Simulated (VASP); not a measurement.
A run of VASP 6.6.1 is set up as follows.

INCAR

```
  PREC = Accurate
  ENCUT = 520
  EDIFF = 1E-7
  ISMEAR = 0
  SIGMA = 0.05
  LREAL = F
  LASPH = T
  NELM = 80
  ALGO = Fast
  ISIF = 2
  LWAVE = F
  LCHARG = F
  GGA = PE
  NBANDS = 18
```

The input KPOINTS:

```
regular mesh
0
Gamma
  6 6 6
```

POSCAR

```
ZnCu
1.0
    2.9670243315      0.0000000000      0.0000000000
    0.0000000000      2.9670243315      0.0000000000
    0.0000000000      0.0000000000      2.9670243315
Zn Cu
1 1
Direct
    0.5000000000      0.5000000000      0.5000000000
    0.0000000000      0.0000000000      0.0000000000
```

Potentials or basis: VASP PAW PBE potentials, release 64 (Zn, Cu).

Command:

```bash
$ cat potpaw_PBE.64/Zn/POTCAR potpaw_PBE.64/Cu/POTCAR > POTCAR
$ mpirun -np 1 vasp_std > vasp.out
```

What does it give for the pressure?

0.9 GPa.

What does it give for the band gap on the k mesh?

Zero (an odd number of electrons rules out a gap without spin polarisation).
